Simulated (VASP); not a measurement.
Set up this calculation in VASP 6.6.1, as the native input.

```
Task                   : relaxation of shape and atoms at fixed volume
Functional             : PBE
Potentials or basis    : VASP PAW PBE potentials, release 64 (Mn_pv, O)
Cutoff                 : 600 eV
k mesh                 : 6 × 6 × 8
Occupations            : gaussian, width 0.05 eV
Spin                   : collinear spin, ferromagnetic start
Starting moments       : [2.91, 2.91, 0.0, 0.0, 0.0, 0.0] μB
Hubbard terms          : Mn d U = 3.9 eV
Dipole correction      : no
Further INCAR settings : ALGO = Normal; EDIFF = 1e-06; IBRION = 2; EDIFFG = -0.015; NSW = 60; ISIF = 4
```

The structure of MnO2 lies in POSCAR:

```
MnO2
1.0
    4.3959987657      0.0000000000      0.0000000000
    0.0000000000      4.3959987657      0.0000000000
    0.0000000000      0.0000000000      2.8709991938
Mn O
2 4
Direct
    0.0000000000      0.0000000000      0.0000000000
    0.5000000000      0.5000000000      0.5000000000
    0.3020000000      0.3020000000      0.0000000000
    0.1980000000      0.8020000000      0.5000000000
    0.6980000000      0.6980000000      0.0000000000
    0.8020000000      0.1980000000      0.5000000000
```

The input as run:

INCAR

```
PREC = Accurate
ENCUT = 600
EDIFF = 1E-6
ISMEAR = 0
SIGMA = 0.05
LREAL = F
LASPH = T
NELM = 150
ALGO = Normal
ISIF = 4
LWAVE = F
LCHARG = F
ISPIN = 2
MAGMOM = 2.91 2.91 0 0 0 0
LORBIT = 11
LMAXMIX = 4
LDAU = T
LDAUTYPE = 2
LDAUL = 2 -1
LDAUU = 3.9 0
LDAUJ = 0 0
LDAUPRINT = 1
GGA = PE
IBRION = 2
NSW = 60
EDIFFG = -0.015
```

KPOINTS

```
regular mesh
0
Gamma
  6 6 8
```

Potentials or basis: VASP PAW PBE potentials, release 64 (Mn_pv, O).

The run is started by

```sh
$ cat potpaw_PBE.64/Mn_pv/POTCAR potpaw_PBE.64/O/POTCAR > POTCAR
$ mpirun -np 1 vasp_std > vasp.out
```

Results of the run:

* Energy gained by relaxing: 3.3 meV/atom
* Ionic steps: 5
* Pressure after relaxing: 11.5 GPa
* Band gap on the k mesh: zero (filled and empty bands overlap)
* Net moment: 6.01 μB per cell
* Site moments: Mn +3.02; O -0.04 μB
* Valence electrons inside the program's atomic spheres: Mn 11.67; O 5.05

Caveat: only a ferromagnetic start was run, and an antiferromagnetic order may lie lower in energy.

Run time: 15 min on 1 thread of Oxide Virtual Turin-like Processor, with other jobs on the host, peak memory 0.27 GiB.
